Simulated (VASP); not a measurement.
# Ca (Pm-3m) in VASP: further runs

Ca is run at these levels: revPBE+D3(BJ), PBE+D3(BJ); tasks: relaxation of cell and atoms.

Everything below comes from runs of VASP 6.6.1. Logs are shortened: lines on timing, memory, paths and dates and some standing lists are left out, and cuts for length are marked.

## (1) The cell of the first run

Symmetry: Pm-3m, No. 221, cubic system. The conventional cell has a = 2.615 Å, b = 2.615 Å, c = 2.615 Å, α = 90.00°, β = 90.00°, γ = 90.00°. Within 3.4 Å of Ca (site symmetry m-3m) lie 6 Ca at 2.62 Å.

## (2) Relaxation of cell and atoms, revPBE+D3(BJ)

INCAR

```
PREC = Accurate
ENCUT = 600
EDIFF = 1E-6
ISMEAR = 1
SIGMA = 0.05
LREAL = F
LASPH = T
NELM = 60
ALGO = Normal
ISIF = 3
LWAVE = F
LCHARG = F
GGA = RE
IVDW = 12
IBRION = 2
NSW = 60
EDIFFG = -0.05
```

KPOINTS

```
regular mesh
0
Gamma
  11 11 11
```

POSCAR

```
Ca
1.0
    2.6150000000      0.0000000000      0.0000000000
    0.0000000000      2.6150000000      0.0000000000
    0.0000000000      0.0000000000      2.6150000000
Ca
1
Direct
    0.0000000000      0.0000000000      0.0000000000
```

Potentials or basis: VASP PAW PBE potentials, release 64 (Ca_sv).

Command:

```console
$ cat potpaw_PBE.64/Ca_sv/POTCAR > POTCAR
$ mpirun -np 1 vasp_std > vasp.out
```

OUTCAR:

```text
PREC = Accurate
   ENCUT = 600
   EDIFF = 1E-6
   ISMEAR = 1
   LREAL = F
   LASPH = T
   NELM = 60
   ISIF = 3
   GGA = RE
   IVDW = 12
   IBRION = 2
   NSW = 60
   EDIFFG = -0.05
 IVDW          = 12

 ion  position               nearest neighbor table
   1  0.000  0.000  0.000-

  LATTYP: Found a simple cubic cell.
 ALAT       =     2.6150000000

  Lattice vectors:

 A1 = (   2.6150000000,   0.0000000000,   0.0000000000)
 A2 = (   0.0000000000,   2.6150000000,   0.0000000000)
 A3 = (   0.0000000000,   0.0000000000,   2.6150000000)

Analysis of symmetry for initial positions (statically):
=====================================================================
 Subroutine PRICEL returns:
 Original cell was already a primitive cell.

 Routine SETGRP: Setting up the symmetry group for a
 simple cubic supercell.

 Subroutine GETGRP returns: Found 48 space group operations
 (whereof 48 operations were pure point group operations)
 out of a pool of 48 trial point group operations.

The static configuration has the point symmetry O_h .

Analysis of symmetry for dynamics (positions and initial velocities):
=====================================================================
 Subroutine PRICEL returns:
 Original cell was already a primitive cell.

 Routine SETGRP: Setting up the symmetry group for a
 simple cubic supercell.

 Subroutine GETGRP returns: Found 48 space group operations
 (whereof 48 operations were pure point group operations)
 out of a pool of 48 trial point group operations.

The dynamic configuration has the point symmetry O_h .

 Subroutine INISYM returns: Found 48 space group operations
 (whereof 48 operations are pure point group operations),
 and found     1 'primitive' translations

----------------------------------------------------------------------------------------

                                     Primitive cell

  volume of cell :      17.8820

  direct lattice vectors                    reciprocal lattice vectors
     2.615000000  0.000000000  0.000000000     0.382409178  0.000000000  0.000000000
     0.000000000  2.615000000  0.000000000     0.000000000  0.382409178  0.000000000
     0.000000000  0.000000000  2.615000000     0.000000000  0.000000000  0.382409178

  length of vectors
     2.615000000  2.615000000  2.615000000     0.382409178  0.382409178  0.382409178

  position of ions in fractional coordinates (direct lattice)
     0.000000000  0.000000000  0.000000000

  ion indices of the primitive-cell ions
   primitive index   ion index
                 1           1

----------------------------------------------------------------------------------------

 KPOINTS: regular mesh

Automatic generation of k-mesh.
 Grid dimensions read from file:
 generate k-points for:   11   11   11

 Generating k-lattice:

  Cartesian coordinates                     Fractional coordinates (reciprocal lattice)
     0.034764471  0.000000000  0.000000000     0.090909091  0.000000000  0.000000000
     0.000000000  0.034764471  0.000000000     0.000000000  0.090909091  0.000000000
     0.000000000  0.000000000  0.034764471     0.000000000  0.000000000  0.090909091

  Length of vectors
     0.034764471  0.034764471  0.034764471

  Shift w.r.t. Gamma in fractional coordinates (k-lattice)
     0.000000000  0.000000000  0.000000000

 Subroutine IBZKPT returns following result:
 ===========================================

 Found     56 irreducible k-points:

 Following reciprocal coordinates:
            Coordinates               Weight
  0.000000  0.000000  0.000000      1.000000
  0.090909  0.000000  0.000000      6.000000
  0.181818  0.000000  0.000000      6.000000
  0.272727  0.000000  0.000000      6.000000
  0.363636  0.000000  0.000000      6.000000
  0.454545  0.000000  0.000000      6.000000
[... 16 lines left out ...]
  0.181818  0.090909  0.090909     24.000000
  0.272727  0.090909  0.090909     24.000000
 [... further k-points ...]
   k-points           NKPTS =     56   k-points in BZ     NKDIM =     56   number of bands    NBANDS=      9
   number of dos      NEDOS =    301   number of ions     NIONS =      1
   total plane-waves  NPLWV =  13824
   dimension x,y,z NGX =    24 NGY =   24 NGZ =   24
   dimension x,y,z NGXF=    48 NGYF=   48 NGZF=   48
   ions per type =               1
   NGX,Y,Z   is equivalent  to a cutoff of  15.26, 15.26, 15.26 a.u.
   NGXF,Y,Z  is equivalent  to a cutoff of  30.52, 30.52, 30.52 a.u.
 SYSTEM =  unknown system
   PREC   = accura    normal or accurate (medium, high low for compatibility)
   ISTART =      0    job   : 0-new  1-cont  2-samecut
   ICHARG =      2    charge: 1-file 2-atom 10-const
   ISPIN  =      1    spin polarized calculation?
   LNONCOLLINEAR =      F non collinear calculations
   LSORBIT =      F    spin-orbit coupling
   LASPH  =      T    aspherical Exc in radial PAW
   ENCUT  =  600.0 eV  44.10 Ry    6.64 a.u.   5.22  5.22  5.22*2*pi/ulx,y,z
   NELM   =     60;   NELMIN=  2; NELMDL= -5     # of ELM steps
   EDIFF  = 0.1E-05   stopping-criterion for ELM
   LREAL  =      F    real-space projection
   EDIFFG = -.5E-01   stopping-criterion for IOM
   NSW    =     60    number of steps for IOM
   IBRION =      2    ionic relax: 0-MD 1-quasi-New 2-CG
   NFREE  =      1    steps in history (QN), initial steepest desc. (CG)
   ISIF   =      3    stress and relaxation
   ISYM   =      2    0-nonsym 1-usesym 2-fastsym
   POTIM  = 0.5000    time-step for ionic-motion
   TEBEG  =    0.0;   TEEND  =   0.0 temperature during run
   PSTRESS=    0.0 pullay stress
   NELECT =      10.0000    total number of electrons
   NUPDOWN=      -1.0000    fix difference up-down
   EMIN   =  10.00;   EMAX   =-10.00  energy-range for DOS
   EFERMI =   0.00;   METHOD = LEGACY
   ISMEAR =     1;   SIGMA  =   0.05  broadening in eV -4-tet -1-fermi 0-gaus
   EFERMI_NEDOS =   21; number of points for ismear=-14 and -15
   IALGO  =     38    algorithm
   IMIX   =      4    mixing-type and parameters
     AMIX     =   0.40;   BMIX     =  1.00
     AMIX_MAG =   1.60;   BMIX_MAG =  1.00
  volume/ion in A,a.u.               =      17.88       120.67
  Fermi-wavevector in a.u.,A,eV,Ry     =   1.348766  2.548797 24.751291  1.819169
  Thomas-Fermi vector in A             =   2.476408
   LORBIT       =      0    0 simple, 1 ext, 2 COOP (PROOUT), +10 PAW based schemes
   GGA     = RE    functional components
   LHFCALC =     F    Hartree Fock is set to
   AEXX    =    0.0000 exact exchange contribution
   IVDW    =    12    specifies the selected vdW correction
   LEPSILON=     F    determine dielectric tensor
   LRPA    =     F    only Hartree local field effects (RPA)
 conjugate gradient relaxation of ions
 non-spin polarized calculation
 Methfessel and Paxton  Order N= 1 SIGMA  =   0.05
  energy-cutoff  :      600.00
  volume of cell :       17.88
 maximum number of plane-waves:       619
 NGX is ok and might be reduce to    24
   NGX = 11   NGY = 11   NGZ = 11

--------------------------------------- Ionic step        1  -------------------------------------------

 number of electron      10.0000000 magnetization

 Free energy of the ion-electron system (eV)
  ---------------------------------------------------
  ext. energy  EPLUGINS =         0.00000000
  ---------------------------------------------------
  free energy    TOTEN  =         0.58074830 eV

  energy without entropy =        0.58073728  energy(sigma->0) =        0.58074463

 E-fermi :   6.6760     XC(G=0): -10.8659

 val. band max:        6.6436913374   @ k =   0.4545   0.0909   0.0000
 cond. band min:       6.6781879899   @ k =   0.4545   0.4545   0.3636
 fundamental gap:      0.0344966525
 Fermi energy:         6.6759649471

 k-point     1 :       0.0000    0.0000    0.0000
  band No.  band energies     occupation
      1     -35.0223      2.00000
      2     -14.6290      2.00000
      3     -14.6290      2.00000
      4     -14.6290      2.00000
      5       2.3920      2.00000
      6       6.6887      0.58533
      7       6.6887      0.58533
      8      14.4722      0.00000
      9      14.4722      0.00000

 k-point     2 :       0.0909    0.0000    0.0000
  band No.  band energies     occupation
      1     -34.9886      2.00000
      2     -14.8506      2.00000
      3     -14.6102      2.00000
      4     -14.6102      2.00000
      5       2.6559      2.00000
      6       6.7693     -0.02397
      7       6.9624     -0.00000
      8      14.1111      0.00000
      9      14.1111      0.00000
[... 407 lines left out ...]
 POSITION                                       TOTAL-FORCE (eV/Angst)
 -----------------------------------------------------------------------------------
      0.00000      0.00000      0.00000        -0.000000      0.000000      0.000000
 -----------------------------------------------------------------------------------
    total drift:                               -0.000000      0.000000      0.000000

  FREE ENERGIE OF THE ION-ELECTRON SYSTEM (eV)
  ---------------------------------------------------
  free  energy   TOTEN  =        -1.7513112230 eV

  energy  without entropy=       -1.7511645707  energy(sigma->0) =       -1.75126234

--------------------------------------- Ionic step        5  -------------------------------------------

 number of electron       9.9999998 magnetization

 Free energy of the ion-electron system (eV)
  ---------------------------------------------------
  ext. energy  EPLUGINS =         0.00000000
  ---------------------------------------------------
  free energy    TOTEN  =        -1.32544127 eV

  energy without entropy =       -1.32464367  energy(sigma->0) =       -1.32517541

 E-fermi :   2.1699     XC(G=0):  -7.8027

 val. band max:        2.1685571162   @ k =   0.4545   0.1818   0.0909
 cond. band min:       2.1983577274   @ k =   0.3636   0.3636   0.3636
 fundamental gap:      0.0298006112
 Fermi energy:         2.1699204261

 k-point     1 :       0.0000    0.0000    0.0000
  band No.  band energies     occupation
      1     -39.9743      2.00000
      2     -20.7984      2.00000
      3     -20.7984      2.00000
      4     -20.7984      2.00000
      5      -1.7527      2.00000
      6       3.0551     -0.00000
      7       3.0551     -0.00000
      8       6.5759      0.00000
      9       6.5759      0.00000

 k-point     2 :       0.0909    0.0000    0.0000
  band No.  band energies     occupation
      1     -39.9723      2.00000
      2     -20.8205      2.00000
      3     -20.7964      2.00000
      4     -20.7964      2.00000
      5      -1.6275      2.00000
      6       3.0941     -0.00000
      7       3.0994     -0.00000
      8       6.4323      0.00000
      9       6.4323      0.00000
[... 290 lines left out ...]
 POSITION                                       TOTAL-FORCE (eV/Angst)
 -----------------------------------------------------------------------------------
      0.00000      0.00000      0.00000         0.000000     -0.000000      0.000000
 -----------------------------------------------------------------------------------
    total drift:                                0.000000     -0.000000      0.000000

  FREE ENERGIE OF THE ION-ELECTRON SYSTEM (eV)
  ---------------------------------------------------
  free  energy   TOTEN  =        -1.7714604799 eV

  energy  without entropy=       -1.7706628716  energy(sigma->0) =       -1.77119461

 reached required accuracy - stopping structural energy minimisation
```

It took 23 s on 1 thread of Intel Xeon Platinum 8559C (Emerald Rapids), shared host; peak memory 0.16 GiB.

Results:

```
Free energy                            : -1.7715 eV
Relaxed volume                         : 39.72 Å³/atom
Relaxed cell                           : a = 3.412 Å, b = 3.412 Å, c = 3.412 Å, α = 90.00°, β = 90.00°, γ = 90.00°
Space group after relaxing (to 0.05 Å) : Pm-3m (No. 221)
Energy gained by relaxing              : 1358.8 meV/atom
Ionic steps                            : 5
Pressure after relaxing                : 0.0 GPa
Band gap on the k mesh                 : zero (band 5 reaches 2.77 eV, above the bottom of band 6 at 1.95 eV)
Dispersion energy per atom             : -0.446 eV
```

Step by step:
| step | energy change (eV) | largest force (eV/Å) | pressure (GPa) | volume (Å³) |
| --- | --- | --- | --- | --- |
| 1 | 0.0000 | 0.0000 | 37.07 | 17.88 |
| 2 | -1.2555 | 0.0000 | 4.48 | 30.87 |
| 3 | -1.3367 | 0.0000 | 1.69 | 35.11 |
| 4 | -1.3387 | 0.0000 | -1.32 | 44.72 |
| 5 | -1.3588 | 0.0000 | 0.02 | 39.72 |

Final structure:
```xyz
1
Lattice="3.4121 0.0000 0.0000 0.0000 3.4121 0.0000 0.0000 0.0000 3.4121" Properties=species:S:1:pos:R:3 pbc="T T T"
Ca    0.0000    0.0000    0.0000
```

Caveat: the volume moved by over 15 % at a fixed basis, so the end points are rough; the PAW data sets were made with another functional, which shifts forces and pressure a little; the volume moved by +122 % from the deposited cell, more than functionals usually miss; pairwise dispersion overbinds metals, which lowers pressure and volume. Zero-point motion and thermal expansion aren't in these numbers.

(Part 1 of 2 ends here.)
